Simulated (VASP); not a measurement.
# Ba2Re (Pn-3m) in VASP: a series of runs

Ba2Re is run at these levels: PBE; tasks: single point.

All numbers are computed with VASP 6.6.1; they aren't measurements. Logs are shortened: lines on timing, memory, paths and dates and some standing lists are left out, and cuts for length are marked.

### 1 The cell of the first run

It takes space group Pn-3m (No. 224, cubic). The conventional cell has a = 5.873 Å, b = 5.873 Å, c = 5.873 Å, α = 90.00°, β = 90.00°, γ = 90.00°. Within 3.4 Å of Ba (site symmetry -3m) lie 2 Re at 2.54 Å. Within 3.4 Å of Re (site symmetry -43m) lie 4 Ba at 2.54 Å.

### 2 Single point, PBE

INCAR

```
PREC = Accurate ; ENCUT = 520
EDIFF = 1E-7 ; ISMEAR = 0
SIGMA = 0.1 ; LREAL = False
LASPH = True ; NELM = 100
ALGO = Normal ; ISIF = 2
LWAVE = False ; LCHARG = False
GGA = PE ; NBANDS = 36
```

KPOINTS

```
Automatic mesh
0
Gamma
  4 4 4
```

POSCAR

```
Ba2Re
1.0
    5.8733243920      0.0000000000      0.0000000000
    0.0000000000      5.8733243920      0.0000000000
    0.0000000000      0.0000000000      5.8733243920
Ba Re
4 2
Direct
    0.2500000000      0.2500000000      0.2500000000
    0.2500000000      0.7500000000      0.7500000000
    0.7500000000      0.7500000000      0.2500000000
    0.7500000000      0.2500000000      0.7500000000
    0.0000000000      0.0000000000      0.0000000000
    0.5000000000      0.5000000000      0.5000000000
```

Potentials or basis: VASP PAW PBE potentials, release 64 (Ba_sv, Re).

Run with:

```sh
$ cat potpaw_PBE.64/Ba_sv/POTCAR potpaw_PBE.64/Re/POTCAR > POTCAR
$ mpirun -np 1 vasp_std > vasp.out
```

OUTCAR:

```text
PREC = Accurate
   ENCUT = 520
   EDIFF = 1E-7
   ISMEAR = 0
   LREAL = False
   LASPH = True
   NELM = 100
   ISIF = 2
   GGA = PE

 ion  position               nearest neighbor table
   1  0.250  0.250  0.250-   5 2.54   6 2.54   4 4.15   2 4.15   3 4.15   2 4.15   4 4.15   2 4.15
                             3 4.15   2 4.15   3 4.15   4 4.15   4 4.15   3 4.15
   2  0.250  0.750  0.750-   5 2.54   6 2.54   4 4.15   1 4.15   3 4.15   1 4.15   3 4.15   1 4.15
                             4 4.15   1 4.15   3 4.15   4 4.15   3 4.15   4 4.15
   3  0.750  0.750  0.250-   5 2.54   6 2.54   4 4.15   1 4.15   2 4.15   2 4.15   4 4.15   1 4.15
                             4 4.15   4 4.15   1 4.15   2 4.15   2 4.15   1 4.15
   4  0.750  0.250  0.750-   5 2.54   6 2.54   3 4.15   1 4.15   2 4.15   1 4.15   3 4.15   2 4.15
                             3 4.15   3 4.15   1 4.15   2 4.15   1 4.15   2 4.15
   5  0.000  0.000  0.000-   1 2.54   2 2.54   3 2.54   4 2.54
   6  0.500  0.500  0.500-   1 2.54   2 2.54   3 2.54   4 2.54

  LATTYP: Found a simple cubic cell.
 ALAT       =     5.8733243920

  Lattice vectors:

 A1 = (   5.8733243920,   0.0000000000,   0.0000000000)
 A2 = (   0.0000000000,   5.8733243920,   0.0000000000)
 A3 = (   0.0000000000,   0.0000000000,   5.8733243920)

Analysis of symmetry for initial positions (statically):
=====================================================================
 Subroutine PRICEL returns:
 Original cell was already a primitive cell.

 Routine SETGRP: Setting up the symmetry group for a
 simple cubic supercell.

 Subroutine GETGRP returns: Found 48 space group operations
 (whereof 24 operations were pure point group operations)
 out of a pool of 48 trial point group operations.

The static configuration has the point symmetry T_d .
 The point group associated with its full space group is O_h .

Analysis of symmetry for dynamics (positions and initial velocities):
=====================================================================
 Subroutine PRICEL returns:
 Original cell was already a primitive cell.

 Routine SETGRP: Setting up the symmetry group for a
 simple cubic supercell.

 Subroutine GETGRP returns: Found 48 space group operations
 (whereof 24 operations were pure point group operations)
 out of a pool of 48 trial point group operations.

The dynamic configuration has the point symmetry T_d .
 The point group associated with its full space group is O_h .

 Subroutine INISYM returns: Found 48 space group operations
 (whereof 24 operations are pure point group operations),
 and found     1 'primitive' translations

----------------------------------------------------------------------------------------

                                     Primitive cell

  volume of cell :     202.6058

  direct lattice vectors                    reciprocal lattice vectors
     5.873324392  0.000000000  0.000000000     0.170261326  0.000000000  0.000000000
     0.000000000  5.873324392  0.000000000     0.000000000  0.170261326  0.000000000
     0.000000000  0.000000000  5.873324392     0.000000000  0.000000000  0.170261326

  length of vectors
     5.873324392  5.873324392  5.873324392     0.170261326  0.170261326  0.170261326

  position of ions in fractional coordinates (direct lattice)
     0.250000000  0.250000000  0.250000000
     0.250000000  0.750000000  0.750000000
     0.750000000  0.750000000  0.250000000
     0.750000000  0.250000000  0.750000000
     0.000000000  0.000000000  0.000000000
     0.500000000  0.500000000  0.500000000

  ion indices of the primitive-cell ions
   primitive index   ion index
                 1           1
                 2           2
                 3           3
                 4           4
                 5           5
                 6           6

----------------------------------------------------------------------------------------

 KPOINTS: Automatic mesh

Automatic generation of k-mesh.
 Grid dimensions read from file:
 generate k-points for:    4    4    4

 Generating k-lattice:

  Cartesian coordinates                     Fractional coordinates (reciprocal lattice)
     0.042565332  0.000000000  0.000000000     0.250000000  0.000000000  0.000000000
     0.000000000  0.042565332  0.000000000     0.000000000  0.250000000  0.000000000
     0.000000000  0.000000000  0.042565332     0.000000000  0.000000000  0.250000000

  Length of vectors
     0.042565332  0.042565332  0.042565332

  Shift w.r.t. Gamma in fractional coordinates (k-lattice)
     0.000000000  0.000000000  0.000000000

 Subroutine IBZKPT returns following result:
 ===========================================

 Found     10 irreducible k-points:

 Following reciprocal coordinates:
            Coordinates               Weight
  0.000000  0.000000  0.000000      1.000000
  0.250000  0.000000  0.000000      6.000000
  0.500000  0.000000  0.000000      3.000000
  0.250000  0.250000  0.000000     12.000000
  0.500000  0.250000  0.000000     12.000000
  0.500000  0.500000  0.000000      3.000000
  0.250000  0.250000  0.250000      8.000000
  0.500000  0.250000  0.250000     12.000000
  0.500000  0.500000  0.250000      6.000000
  0.500000  0.500000  0.500000      1.000000
   k-points           NKPTS =     10   k-points in BZ     NKDIM =     10   number of bands    NBANDS=     36
   number of dos      NEDOS =    301   number of ions     NIONS =      6
   total plane-waves  NPLWV = 110592
   dimension x,y,z NGX =    48 NGY =   48 NGZ =   48
   dimension x,y,z NGXF=    96 NGYF=   96 NGZF=   96
   ions per type =               4   2
   NGX,Y,Z   is equivalent  to a cutoff of  13.59, 13.59, 13.59 a.u.
   NGXF,Y,Z  is equivalent  to a cutoff of  27.17, 27.17, 27.17 a.u.
 SYSTEM =  unknown system
   PREC   = accura    normal or accurate (medium, high low for compatibility)
   ISTART =      0    job   : 0-new  1-cont  2-samecut
   ICHARG =      2    charge: 1-file 2-atom 10-const
   ISPIN  =      1    spin polarized calculation?
   LNONCOLLINEAR =      F non collinear calculations
   LSORBIT =      F    spin-orbit coupling
   LASPH  =      T    aspherical Exc in radial PAW
   ENCUT  =  520.0 eV  38.22 Ry    6.18 a.u.  10.92 10.92 10.92*2*pi/ulx,y,z
   NELM   =    100;   NELMIN=  2; NELMDL= -5     # of ELM steps
   EDIFF  = 0.1E-06   stopping-criterion for ELM
   LREAL  =      F    real-space projection
   EDIFFG = 0.1E-05   stopping-criterion for IOM
   NSW    =      0    number of steps for IOM
   IBRION =     -1    ionic relax: 0-MD 1-quasi-New 2-CG
   NFREE  =      0    steps in history (QN), initial steepest desc. (CG)
   ISIF   =      2    stress and relaxation
   ISYM   =      2    0-nonsym 1-usesym 2-fastsym
   POTIM  = 0.5000    time-step for ionic-motion
   TEBEG  =    0.0;   TEEND  =   0.0 temperature during run
   PSTRESS=    0.0 pullay stress
   NELECT =      54.0000    total number of electrons
   NUPDOWN=      -1.0000    fix difference up-down
   EMIN   =  10.00;   EMAX   =-10.00  energy-range for DOS
   EFERMI =   0.00;   METHOD = LEGACY
   ISMEAR =     0;   SIGMA  =   0.10  broadening in eV -4-tet -1-fermi 0-gaus
   EFERMI_NEDOS =   21; number of points for ismear=-14 and -15
   IALGO  =     38    algorithm
   IMIX   =      4    mixing-type and parameters
     AMIX     =   0.40;   BMIX     =  1.00
     AMIX_MAG =   1.60;   BMIX_MAG =  1.00
  volume/ion in A,a.u.               =      33.77       227.88
  Fermi-wavevector in a.u.,A,eV,Ry     =   1.053551  1.990922 15.102045  1.109969
  Thomas-Fermi vector in A             =   2.188677
   LORBIT       =      0    0 simple, 1 ext, 2 COOP (PROOUT), +10 PAW based schemes
   GGA     = PE    functional components
   LHFCALC =     F    Hartree Fock is set to
   AEXX    =    0.0000 exact exchange contribution
   IVDW    =     0    specifies the selected vdW correction
   LEPSILON=     F    determine dielectric tensor
   LRPA    =     F    only Hartree local field effects (RPA)
 non-spin polarized calculation
 Gauss-broadening in eV      SIGMA  =   0.10
  energy-cutoff  :      520.00
  volume of cell :      202.61
 maximum number of plane-waves:      5520
 NGX is ok and might be reduce to    48
   NGX = 21   NGY = 21   NGZ = 21

 number of electron      54.0000003 magnetization

 Free energy of the ion-electron system (eV)
  ---------------------------------------------------
  ext. energy  EPLUGINS =         0.00000000
  ---------------------------------------------------
  free energy    TOTEN  =       -20.93443849 eV

  energy without entropy =      -20.89825208  energy(sigma->0) =      -20.91634528

 E-fermi :   3.1749     XC(G=0):  -9.1973

 val. band max:        3.1541912593   @ k =   0.5000   0.2500   0.2500
 cond. band min:       3.1794972022   @ k =   0.5000   0.5000   0.5000
 fundamental gap:      0.0253059428
 Fermi energy:         3.1749455779

 k-point     1 :       0.0000    0.0000    0.0000
  band No.  band energies     occupation
      1     -24.6286      2.00000
      2     -24.4462      2.00000
      3     -24.4462      2.00000
      4     -24.4462      2.00000
      5     -11.0670      2.00000
      6     -10.3614      2.00000
[... 28 lines left out ...]
     35       5.9120      0.00000
     36       6.0282      0.00000

 k-point     2 :       0.2500    0.0000    0.0000
  band No.  band energies     occupation
      1     -24.6021      2.00000
      2     -24.4732      2.00000
      3     -24.4461      2.00000
      4     -24.4461      2.00000
      5     -10.9634      2.00000
      6     -10.4053      2.00000
[... 28 lines left out ...]
     35       6.1067      0.00000
     36       6.1349      0.00000

 k-point     3 :       0.5000    0.0000    0.0000
  band No.  band energies     occupation
      1     -24.5380      2.00000
      2     -24.5380      2.00000
      3     -24.4461      2.00000
      4     -24.4461      2.00000
      5     -10.6976      2.00000
      6     -10.6976      2.00000
[... 28 lines left out ...]
     35       6.1903      0.00000
     36       6.2374      0.00000

 k-point     4 :       0.2500    0.2500    0.0000
  band No.  band energies     occupation
      1     -24.5797      2.00000
      2     -24.4748      2.00000
      3     -24.4634      2.00000
      4     -24.4498      2.00000
      5     -10.8918      2.00000
      6     -10.5019      2.00000
[... 28 lines left out ...]
     35       6.2148      0.00000
     36       6.3944      0.00000

 k-point     5 :       0.5000    0.2500    0.0000
  band No.  band energies     occupation
      1     -24.5254      2.00000
      2     -24.5254      2.00000
      3     -24.4585      2.00000
      4     -24.4585      2.00000
      5     -10.7076      2.00000
      6     -10.7076      2.00000
[... 28 lines left out ...]
     35       5.8648      0.00000
     36       5.8650      0.00000

 k-point     6 :       0.5000    0.5000    0.0000
  band No.  band energies     occupation
      1     -24.5032      2.00000
      2     -24.5032      2.00000
      3     -24.4805      2.00000
      4     -24.4805      2.00000
      5     -10.7179      2.00000
      6     -10.7179      2.00000
[... 28 lines left out ...]
     35       4.8992      0.00000
     36       4.8992      0.00000

 k-point     7 :       0.2500    0.2500    0.2500
  band No.  band energies     occupation
      1     -24.5616      2.00000
      2     -24.4790      2.00000
      3     -24.4634      2.00000
      4     -24.4634      2.00000
      5     -10.9085      2.00000
      6     -10.4975      2.00000
[... 28 lines left out ...]
     35       5.6268      0.00000
     36       5.6269      0.00000

 k-point     8 :       0.5000    0.2500    0.2500
  band No.  band energies     occupation
      1     -24.5250      2.00000
      2     -24.5093      2.00000
      3     -24.4694      2.00000
      4     -24.4633      2.00000
      5     -10.9242      2.00000
      6     -10.4979      2.00000
[... 28 lines left out ...]
     35       6.0690      0.00000
     36       6.2828      0.00000

 k-point     9 :       0.5000    0.5000    0.2500
  band No.  band energies     occupation
      1     -24.5181      2.00000
      2     -24.4873      2.00000
      3     -24.4805      2.00000
      4     -24.4805      2.00000
      5     -11.0138      2.00000
      6     -10.4307      2.00000
[... 28 lines left out ...]
     35       5.6559      0.00000
     36       5.7283      0.00000

 k-point    10 :       0.5000    0.5000    0.5000
  band No.  band energies     occupation
      1     -24.5239      2.00000
      2     -24.4804      2.00000
      3     -24.4804      2.00000
      4     -24.4804      2.00000
      5     -11.1341      2.00000
      6     -10.3658      2.00000
[... 28 lines left out ...]
     35       5.5628      0.00000
     36       5.5629      0.00000

------------------------ aborting loop because EDIFF is reached ----------------------------------------

  FORCE on cell =-STRESS in cart. coord.  units (eV):
  Direction    XX          YY          ZZ          XY          YZ          ZX
  --------------------------------------------------------------------------------------
  -------------------------------------------------------------------------------------
  Total       19.9494495     19.9494495     19.9494495     -0.0000000     -0.0000000      0.0000000
  in kB      157.7573253    157.7573253    157.7573253     -0.0000000     -0.0000000      0.0000000
  external PRESSURE =     157.7573253 kB  Pullay stress =       0.0000000 kB

 VOLUME and BASIS-vectors are now :
 -----------------------------------------------------------------------------
  energy-cutoff  :      520.00
  volume of cell :      202.61
      direct lattice vectors                 reciprocal lattice vectors
     5.873324392  0.000000000  0.000000000     0.170261326  0.000000000  0.000000000
     0.000000000  5.873324392  0.000000000     0.000000000  0.170261326  0.000000000
     0.000000000  0.000000000  5.873324392     0.000000000  0.000000000  0.170261326

 POSITION                                       TOTAL-FORCE (eV/Angst)
 -----------------------------------------------------------------------------------
      1.46833      1.46833      1.46833         0.000000     -0.000000      0.000000
      1.46833      4.40499      4.40499        -0.000000     -0.000000      0.000000
      4.40499      4.40499      1.46833        -0.000000      0.000000      0.000000
      4.40499      1.46833      4.40499         0.000000      0.000000     -0.000000
      0.00000      0.00000      0.00000        -0.000000      0.000000     -0.000000
      2.93666      2.93666      2.93666        -0.000000      0.000000      0.000000
 -----------------------------------------------------------------------------------
    total drift:                               -0.000000     -0.000000      0.000000

  FREE ENERGIE OF THE ION-ELECTRON SYSTEM (eV)
  ---------------------------------------------------
  free  energy   TOTEN  =       -20.9344384862 eV

  energy  without entropy=      -20.8982520792  energy(sigma->0) =      -20.91634528
```

Wall time 2.3 min (1 thread of Intel Xeon Platinum 8488C (Sapphire Rapids), shared host); peak memory 0.34 GiB.

What came out:

| Property | Result |
| --- | --- |
| Free energy | -20.9344 eV |
| Pressure | 15.8 GPa |
| Band gap on the k mesh | zero (band 27 reaches 3.91 eV, above the bottom of band 28 at 2.32 eV) |

Levels at points of the mesh, in eV from the Fermi level:
```
           k point  band 24  band 25  band 26  band 27  band 28  band 29  band 30  band 31
(0.00, 0.00, 0.00)    -0.25    -0.25     0.73     0.73     0.73     0.88     0.88     0.88
(0.50, 0.00, 0.00)    -1.39    -1.20    -1.20    -0.85    -0.85     1.75     1.75     2.17
(0.50, 0.50, 0.00)    -1.42    -0.60    -0.60     0.68     0.68     1.02     1.02     1.33
(0.50, 0.50, 0.50)    -0.22    -0.17    -0.17    -0.17     0.00     0.00     0.00     1.71
```

Caveat: spin-orbit coupling is left out, which moves the levels of the heavy elements.

### 3 Single point, PBE

This run uses another cell than the first one, of 42.75 Å³/atom, 1.266 times its volume.

INCAR

```
SYSTEM = Ba2Re
ALGO = Normal
EDIFF = 1E-6
ENCUT = 520
GGA = PE
ISIF = 2
ISMEAR = 0
LASPH = .True.
LCHARG = .False.
LREAL = .False.
LWAVE = .False.
NBANDS = 36
NELM = 60
PREC = Accurate
SIGMA = 0.1
```

KPOINTS

```
k-points
0
Gamma
  4 4 4
  0 0 0
```

Edit POSCAR of step 2 so:

```diff
@@ -2,5 +2,5 @@
 1.0
-    5.8733243920      0.0000000000      0.0000000000
-    0.0000000000      5.8733243920      0.0000000000
-    0.0000000000      0.0000000000      5.8733243920
+    6.3535875613      0.0000000000      0.0000000000
+    0.0000000000      6.3535875613      0.0000000000
+    0.0000000000      0.0000000000      6.3535875613
 Ba Re
```

Potentials or basis: VASP PAW PBE potentials, release 64 (Ba_sv, Re).

Run with:

```sh
$ cat potpaw_PBE.64/Ba_sv/POTCAR potpaw_PBE.64/Re/POTCAR > POTCAR
$ mpirun -np 1 vasp_std > vasp.out
```

Run time: 2.5 min. Hardware: 1 thread of Intel Xeon Platinum 8488C (Sapphire Rapids), shared host; peak memory 0.35 GiB.

It converged, with:

| Quantity | Value |
| --- | --- |
| Free energy | -23.4029 eV |
| Pressure | 1.8 GPa |
| Band gap on the k mesh | zero (band 27 reaches 2.48 eV, above the bottom of band 28 at 1.32 eV) |

Levels at points of the mesh, in eV from the Fermi level:
```
           k point  band 23  band 24  band 25  band 26  band 27  band 28  band 29  band 30  band 31  band 32
(0.00, 0.00, 0.00)    -0.23    -0.17    -0.17     0.58     0.58     0.58     0.64     0.64     0.64     1.44
(0.50, 0.00, 0.00)    -1.00    -1.00    -0.78    -0.78    -0.58    -0.58     1.65     1.65     1.89     1.89
(0.50, 0.50, 0.00)    -0.87    -0.87    -0.23    -0.23     0.36     0.36     0.54     0.54     1.31     1.31
(0.50, 0.50, 0.50)    -0.07    -0.07    -0.07    -0.06    -0.06     0.00     0.00     0.00     0.66     2.05
```

Caveat: spin-orbit coupling is left out, which moves the levels of the heavy elements.

### 4 Single point, PBE

This run uses another cell than the first one, of 42.98 Å³/atom, 1.273 times its volume.

INCAR

```
PREC     = Accurate       # precision mode
ENCUT    = 520            # plane-wave cutoff, eV
EDIFF    = 1E-6           # SCF threshold, eV
ISMEAR   = 0              # smearing method
SIGMA    = 0.1            # smearing width, eV
LREAL    = F              # projectors in reciprocal space
LASPH    = T              # aspherical terms in the spheres
NELM     = 60             # most SCF steps
ALGO     = Fast           # electronic algorithm
ISIF     = 2              # what is computed and relaxed
LWAVE    = F              # write WAVECAR
LCHARG   = F              # write CHGCAR
GGA      = PE             # functional
NBANDS   = 36             # bands
```

KPOINTS

```
regular mesh
0
Gamma
  6 6 6
```

Edit POSCAR of step 3 so:

```diff
@@ -2,5 +2,5 @@
 1.0
-    6.3535875613      0.0000000000      0.0000000000
-    0.0000000000      6.3535875613      0.0000000000
-    0.0000000000      0.0000000000      6.3535875613
+    6.3650971752      0.0000000000      0.0000000000
+    0.0000000000      6.3650971752      0.0000000000
+    0.0000000000      0.0000000000      6.3650971752
 Ba Re
```

Run with:

```sh
$ cat potpaw_PBE.64/Ba_sv/POTCAR potpaw_PBE.64/Re/POTCAR > POTCAR
$ mpirun -np 1 vasp_std > vasp.out
```

Wall time 11 min (1 thread of Intel Xeon Platinum 8488C (Sapphire Rapids), shared host); peak memory 0.43 GiB.

The run converged. Its results:

```yaml
Free_energy: -23.3948 eV
Pressure: 1.6 GPa
Band_gap_on_the_k_mesh: zero (band 27 reaches 2.44 eV, above the bottom of band 28 at 1.29 eV)
```

Levels at points of the mesh, in eV from the Fermi level:
| k point | band 24 | band 25 | band 26 | band 27 | band 28 | band 29 |
| --- | --- | --- | --- | --- | --- | --- |
| (0.00, 0.00, 0.00) | -0.19 | -0.19 | 0.56 | 0.56 | 0.56 | 0.62 |
| (0.50, 0.00, 0.00) | -1.01 | -0.79 | -0.79 | -0.59 | -0.59 | 1.62 |
| (0.50, 0.50, 0.00) | -0.88 | -0.24 | -0.24 | 0.34 | 0.34 | 0.51 |
| (0.50, 0.50, 0.50) | -0.08 | -0.08 | -0.07 | -0.07 | -0.01 | -0.01 |

Caveat: spin-orbit coupling is left out, which moves the levels of the heavy elements.

### 5 Overview

```tsv
cell	k mesh	gap on the mesh (eV)	pressure (GPa)
a = 5.873 Å, 6 atoms	4 × 4 × 4	none	15.8
a = 6.354 Å, 6 atoms	4 × 4 × 4	none	1.8
a = 6.365 Å, 6 atoms	6 × 6 × 6	none	1.6
```

Alike in all rows: task single point; level PBE; potentials or basis VASP PAW PBE potentials, release 64 (Ba_sv, Re); no spin polarisation; cutoff (eV) 520; smearing gaussian 0.1 eV.

Caveats: spin-orbit coupling is left out, which moves the levels of the heavy elements.

Absolute energies hang on the potentials; compare differences alone.
